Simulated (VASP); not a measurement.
# CuF (P4/mmm) in VASP: a series of runs, part 2 of 2

VASP 6.6.1. The steps go on from the part before.

### 3 Relaxation of cell and atoms, PBE, collinear spin, ferromagnetic start

Input file INCAR:

```
SYSTEM = CuF
ALGO = Normal ; EDIFF = 1E-6
EDIFFG = -0.04 ; ENCUT = 600
GGA = PE ; IBRION = 2
ISIF = 3 ; ISMEAR = 0
ISPIN = 2 ; LASPH = .TRUE.
LCHARG = .FALSE. ; LMAXMIX = 4
LORBIT = 11 ; LREAL = .FALSE.
LWAVE = .FALSE. ; MAGMOM = 1 0
NELM = 150 ; NSW = 90
PREC = Accurate ; SIGMA = 0.1
```

Input file KPOINTS:

```
k-points
0
G
  8 8 6
  0 0 0
```

Input file POSCAR:

```
CuF
1.0
    2.4710065500      0.0000000000      0.0000000000
    0.0000000000      2.4710065500      0.0000000000
    0.0000000000      0.0000000000      3.4165013900
Cu F
1 1
Direct
    0.0000000000      0.0000000000      0.0000000000
    0.5000000000      0.5000000000      0.5000000000
```

Potentials or basis: VASP PAW PBE potentials, release 64 (Cu, F).

The run is started by

```sh
cat potpaw_PBE.64/Cu/POTCAR potpaw_PBE.64/F/POTCAR > POTCAR
mpirun -np 1 vasp_std > vasp.out
```

OUTCAR:

```text
SYSTEM = CuF
   EDIFF = 1E-6
   EDIFFG = -0.04
   ENCUT = 600
   GGA = PE
   IBRION = 2
   ISIF = 3
   ISMEAR = 0
   ISPIN = 2
   LASPH = .TRUE.
   LORBIT = 11
   LREAL = .FALSE.
   NELM = 150
   NSW = 90
   PREC = Accurate

 ion  position               nearest neighbor table
   1  0.000  0.000  0.000-
   2  0.500  0.500  0.500-

  LATTYP: Found a simple tetragonal cell.
 ALAT       =     2.4710065500
 C/A-ratio  =     1.3826355054

  Lattice vectors:

 A1 = (   2.4710065500,   0.0000000000,   0.0000000000)
 A2 = (   0.0000000000,   2.4710065500,   0.0000000000)
 A3 = (   0.0000000000,   0.0000000000,   3.4165013900)

Analysis of symmetry for initial positions (statically):
=====================================================================
 Subroutine PRICEL returns:
 Original cell was already a primitive cell.

 Routine SETGRP: Setting up the symmetry group for a
 simple tetragonal supercell.

 Subroutine GETGRP returns: Found 16 space group operations
 (whereof 16 operations were pure point group operations)
 out of a pool of 16 trial point group operations.

The static configuration has the point symmetry D_4h.

Analysis of symmetry for dynamics (positions and initial velocities):
=====================================================================
 Subroutine PRICEL returns:
[... 333 lines left out ...]
 fundamental gap:      0.0821263067
 Fermi energy:         3.6902965590

 spin component 1

 k-point     1 :       0.0000    0.0000    0.0000
  band No.  band energies     occupation
      1     -19.5822      1.00000
      2      -0.7235      1.00000
      3       0.1322      1.00000
      4       0.1322      1.00000
      5       1.3956      1.00000
      6       1.9045      1.00000
      7       2.5001      1.00000
      8       3.3311      1.00000
      9       3.3311      1.00000
     10       3.3969      0.99998
     11      17.3511      0.00000
     12      17.5146      0.00000
[... 954 lines left out ...]
 number of electron      18.0000001 magnetization      -0.0000001

 number of electron      18.0000001 magnetization       0.0000001

 Free energy of the ion-electron system (eV)
  ---------------------------------------------------
  ext. energy  EPLUGINS =         0.00000000
  ---------------------------------------------------
  free energy    TOTEN  =        -6.99192220 eV

  energy without entropy =       -6.98592352  energy(sigma->0) =       -6.98892286

 E-fermi :   4.3894     XC(G=0): -11.5386

 val. band max:        4.3808212406   @ k =   0.5000   0.5000   0.5000
 cond. band min:       4.6169508151   @ k =   0.1250   0.0000   0.1667
 fundamental gap:      0.2361295744
 Fermi energy:         4.3894136542

 spin component 1

 k-point     1 :       0.0000    0.0000    0.0000
  band No.  band energies     occupation
      1     -19.3780      1.00000
      2       0.0323      1.00000
      3       0.2085      1.00000
      4       0.2085      1.00000
      5       2.4190      1.00000
      6       2.5953      1.00000
      7       2.6893      1.00000
      8       4.0281      1.00000
      9       4.0281      1.00000
     10       4.0487      1.00000
     11      19.2055      0.00000
     12      19.6740      0.00000
[... 834 lines left out ...]
  FREE ENERGIE OF THE ION-ELECTRON SYSTEM (eV)
  ---------------------------------------------------
  free  energy   TOTEN  =        -6.9919222005 eV

  energy  without entropy=       -6.9859235168  energy(sigma->0) =       -6.98892286

 reached required accuracy - stopping structural energy minimisation

 total charge

# of ion       s       p       d       tot
------------------------------------------
    1        0.208   0.140   9.391   9.740
    2        1.753   4.265   0.000   6.018
--------------------------------------------------
tot          1.961   4.405   9.391  15.757

 magnetization (x)

# of ion       s       p       d       tot
------------------------------------------
    1        0.000  -0.000   0.000   0.000
    2        0.000   0.000   0.000   0.000
--------------------------------------------------
tot          0.000   0.000   0.000   0.000
```

CONTCAR:

```text
CuF
   1.00000000000000
     2.7695654389087792    0.0000000000000000   -0.0000000000000000
     0.0000000000000000    2.7695654389087792   -0.0000000000000000
    -0.0000000000000000    0.0000000000000000    2.8344943424777878
  Cu              F
     1     1
Direct
     0.0000000000000000    0.0000000000000000    0.0000000000000000
     0.5000000000000000    0.5000000000000000    0.5000000000000000

  0.00000000E+00  0.00000000E+00  0.00000000E+00
  0.00000000E+00  0.00000000E+00  0.00000000E+00
```

It took 3 min on 1 thread of Intel Xeon Platinum 8488C (Sapphire Rapids), shared host; peak memory 0.17 GiB.

Results:

* Free energy: -6.9919 eV
* Relaxed volume: 10.87 Å³/atom
* Relaxed cell: a = 2.770 Å, b = 2.770 Å, c = 2.834 Å, α = 90.00°, β = 90.00°, γ = 90.00°
* Space group after relaxing (to 0.05 Å): P4/mmm (No. 123)
* Energy gained by relaxing: 114.5 meV/atom
* Ionic steps: 9
* Pressure after relaxing: -0.2 GPa
* Band gap on the k mesh: zero (filled and empty bands overlap)
* Net moment: 0.00 μB per cell
* Valence electrons inside the program's atomic spheres: Cu 9.74; F 6.02

Step by step:
| step | energy change (eV) | largest force (eV/Å) | pressure (GPa) | volume (Å³) |
| --- | --- | --- | --- | --- |
| 1 | 0.0000 | 0.0000 | 4.32 | 20.86 |
| 2 | -0.1229 | 0.0000 | -0.18 | 21.68 |
| 3 | -0.1762 | 0.0000 | -3.01 | 22.42 |
| 4 | -0.1795 | 0.0000 | -7.32 | 23.71 |
| 5 | -0.1904 | 0.0000 | -4.81 | 22.97 |
| 6 | -0.2217 | 0.0000 | -0.01 | 21.74 |
| 7 | -0.2227 | 0.0000 | 1.05 | 21.52 |
| 8 | -0.2259 | 0.0000 | 0.58 | 21.60 |
| 9 | -0.2291 | 0.0000 | -0.19 | 21.74 |

Final structure:
```
Cu F
1.0
     2.76957    0.00000    0.00000
     0.00000    2.76957    0.00000
     0.00000    0.00000    2.83449
Cu F
1 1
Direct
  0.00000 0.00000 0.00000
  0.50000 0.50000 0.50000
```

Levels at points of the mesh, in eV from the Fermi level:
Spin up:
```tsv
k point	band 7	band 8	band 9	band 10	band 11	band 12
(0.00, 0.00, 0.00)	-1.70	-0.36	-0.36	-0.34	14.82	15.28
(0.50, 0.00, 0.00)	-0.31	-0.22	-0.19	4.04	4.64	15.76
(0.50, 0.50, 0.00)	-0.75	-0.75	-0.03	4.94	8.31	8.31
(0.00, 0.00, 0.50)	-0.30	-0.16	-0.16	4.15	4.37	16.39
(0.50, 0.00, 0.50)	-0.72	-0.67	-0.06	4.63	8.11	8.45
(0.50, 0.50, 0.50)	-0.07	-0.04	-0.01	6.75	6.75	6.93
```
Spin down:
| k point | band 5 | band 6 | band 7 | band 8 | band 9 | band 10 | band 11 | band 12 | band 13 | band 14 |
| --- | --- | --- | --- | --- | --- | --- | --- | --- | --- | --- |
| (0.00, 0.00, 0.00) | -1.97 | -1.79 | -1.70 | -0.36 | -0.36 | -0.34 | 14.82 | 15.28 | 15.96 | 16.69 |
| (0.50, 0.00, 0.00) | -1.54 | -0.41 | -0.31 | -0.22 | -0.19 | 4.04 | 4.64 | 15.76 | 16.67 | 17.07 |
| (0.50, 0.50, 0.00) | -1.51 | -1.24 | -0.75 | -0.75 | -0.03 | 4.94 | 8.31 | 8.31 | 14.38 | 21.11 |
| (0.00, 0.00, 0.50) | -1.61 | -0.49 | -0.30 | -0.16 | -0.16 | 4.15 | 4.37 | 16.39 | 16.39 | 17.25 |
| (0.50, 0.00, 0.50) | -1.65 | -1.16 | -0.72 | -0.67 | -0.06 | 4.63 | 8.11 | 8.45 | 14.58 | 21.78 |
| (0.50, 0.50, 0.50) | -0.10 | -0.07 | -0.07 | -0.04 | -0.01 | 6.75 | 6.75 | 6.93 | 10.81 | 17.65 |

Caveat: semilocal functionals often make such compounds metallic where correlation or magnetic order opens a gap, which also shifts bond lengths. With open d or f shells a metallic result of PBE can be an artefact of self-interaction; +U or a hybrid may open a gap.
